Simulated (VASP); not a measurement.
Set up this calculation in VASP 6.6.1, as the native input.

| Item | Value |
| --- | --- |
| Task | single point |
| Functional | r2SCAN |
| Potentials or basis | VASP PAW PBE potentials, release 64 (Na_pv, H) |
| Cutoff | 520 eV |
| k mesh | 8 × 8 × 8 |
| Occupations | gaussian, width 0.01 eV |
| Spin | no spin polarisation |
| Dipole correction | no |
| Further INCAR settings | ALGO = Normal; EDIFF = 1e-06; NBANDS = 11 |

Crystal: NaH.

```xyz
2
Lattice="0.0000 2.5710 2.6352 2.5710 0.0000 2.6352 2.5710 2.5710 0.0000" Properties=species:S:1:pos:R:3 pbc="T T T"
Na    0.0000    0.0000    0.0000
H     1.2855    1.2855    1.3176
```

This cell differs from its parent crystal: epitaxial xy strain -1.0%.

These files were run (other wordings do the same):

POSCAR

```
NaH
1.0
    0.0000000000      2.5709518455      2.6352071158
    2.5709518455      0.0000000000      2.6352071158
    2.5709518455      2.5709518455      0.0000000000
Na H
1 1
Direct
    0.0000000000      0.0000000000      0.0000000000
    0.2500000000      0.2500000000      0.2500000000
```

INCAR.step1

```
PREC     = Accurate       # precision mode
ENCUT    = 520            # plane-wave cutoff, eV
ISMEAR   = 0              # smearing method
SIGMA    = 0.01           # smearing width, eV
LREAL    = F              # projectors in reciprocal space
LASPH    = T              # aspherical terms in the spheres
NELM     = 80             # most SCF steps
NBANDS   = 11             # bands
GGA      = PE             # functional
ALGO     = Normal         # electronic algorithm
EDIFF    = 1E-4           # SCF threshold, eV
LWAVE    = T              # write WAVECAR
LCHARG   = F              # write CHGCAR
```

INCAR.step2

```
PREC     = Accurate       # precision mode
ENCUT    = 520            # plane-wave cutoff, eV
EDIFF    = 1E-6           # SCF threshold, eV
ISMEAR   = 0              # smearing method
SIGMA    = 0.01           # smearing width, eV
LREAL    = F              # projectors in reciprocal space
LASPH    = T              # aspherical terms in the spheres
NELM     = 80             # most SCF steps
ALGO     = Normal         # electronic algorithm
ISIF     = 2              # what is computed and relaxed
LWAVE    = F              # write WAVECAR
LCHARG   = F              # write CHGCAR
METAGGA  = R2SCAN         # meta-GGA
LMIXTAU  = T            
NBANDS   = 11             # bands
ISTART   = 1
```

KPOINTS

```
regular mesh
0
Gamma
  8 8 8
```

Potentials or basis: VASP PAW PBE potentials, release 64 (Na_pv, H).

The run is started by

```bash
$ cat potpaw_PBE.64/Na_pv/POTCAR potpaw_PBE.64/H/POTCAR > POTCAR
$ cp INCAR.step1 INCAR
$ mpirun -np 1 vasp_std > vasp.out
$ cp INCAR.step2 INCAR
$ mpirun -np 1 vasp_std > vasp.out
```

Results of the run:

```
Pressure               : -0.1 GPa
Band gap on the k mesh : 4.03 eV (least direct gap 4.75 eV)
```

Caveat: the cell differs from its parent crystal (epitaxial xy strain -1.0%); the structure was generated, so it needn't be the stable form of NaH; the PAW data sets were made with another functional, which shifts forces and pressure a little.

Run time: 50 s on 1 thread of Intel(R) Xeon(R) Platinum 8488C (Sapphire Rapids), on a shared host, peak memory 0.16 GiB.
